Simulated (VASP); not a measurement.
A run of VASP 6.6.1 is set up as follows.

INCAR

```
  ALGO = Normal
  EDIFF = 1E-7
  ENCUT = 520
  GGA = CA
  ISIF = 2
  ISMEAR = -1
  ISPIN = 2
  LASPH = T
  LCHARG = F
  LMAXMIX = 4
  LORBIT = 11
  LREAL = F
  LWAVE = F
  MAGMOM = 2 2 0 0
  NBANDS = 27
  NELM = 150
  PREC = Accurate
  SIGMA = 0.05
```

The input KPOINTS:

```
k-points
0
Gamma
  10 10 5
```

POSCAR

```
CoO
1.0
    3.1761843872      0.0000000000      0.0000000000
   -1.5880921936      2.7506563664      0.0000000000
    0.0000000000      0.0000000000      5.1936166411
Co O
2 2
Direct
    0.3333333333      0.6666666667      0.5033624100
    0.0000000000      0.0000000000      0.0034741400
    0.3333333333      0.6666666667      0.8715556000
    0.0000000000      0.0000000000      0.3716088500
```

Potentials or basis: VASP PAW LDA potentials, release 64 (Co, O).

Run with:

```console
$ cat potpaw_LDA.64/Co/POTCAR potpaw_LDA.64/O/POTCAR > POTCAR
$ mpirun -np 1 vasp_std > vasp.out
```

(1) What does it give for the pressure?

(2) Predict the net moment.

(3) Predict the site moments.

Answers

(1) -14.9 GPa.

(2) 5.02 μB per cell.

(3) Co +2.16; O +0.27, +0.26 μB.
